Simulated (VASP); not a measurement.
Here is a VASP 6.6.1 calculation.

File INCAR:

```
PREC     = Accurate       # precision mode
ENCUT    = 520            # plane-wave cutoff, eV
EDIFF    = 1E-8           # SCF threshold, eV
ISMEAR   = -1             # smearing method
SIGMA    = 0.01           # smearing width, eV
LREAL    = False          # projectors in reciprocal space
LASPH    = True           # aspherical terms in the spheres
NELM     = 80             # most SCF steps
ALGO     = Normal         # electronic algorithm
ISIF     = 2              # what is computed and relaxed
LWAVE    = False          # write WAVECAR
LCHARG   = False          # write CHGCAR
GGA      = PE             # functional
LEFG     = True         
NBANDS   = 16             # bands
```

Contents of KPOINTS:

```
regular mesh
0
Gamma
  8 8 8
```

Contents of POSCAR:

```
ZnS
1.0
    0.0000000000      2.7587430000      2.7046500000
    2.7587430000      0.0000000000      2.7046500000
    2.7587430000      2.7587430000      0.0000000000
Zn S
1 1
Direct
    0.0000000000      0.0000000000      0.0000000000
    0.7500000000      0.7500000000      0.7500000000
```

Potentials or basis: VASP PAW PBE potentials, release 64 (Zn, S).

Launch:

```console
$ cat potpaw_PBE.64/Zn/POTCAR potpaw_PBE.64/S/POTCAR > POTCAR
$ mpirun -np 1 vasp_std > vasp.out
```

Q: Estimate the band gap on the k mesh.

A: 1.89 eV.

Q: Estimate the pressure.

A: -1.2 GPa.

Stress tensor (GPa, compression positive):
```
-1.51  0.00  0.00
 0.00 -1.51  0.00
 0.00  0.00 -0.72
```

Caveat: the cell differs from its parent crystal (x and y stretched by +2 %, z held); without QUAD_EFG the Cq values of the log hold for a quadrupole moment of 1 mb, not for the nuclei.
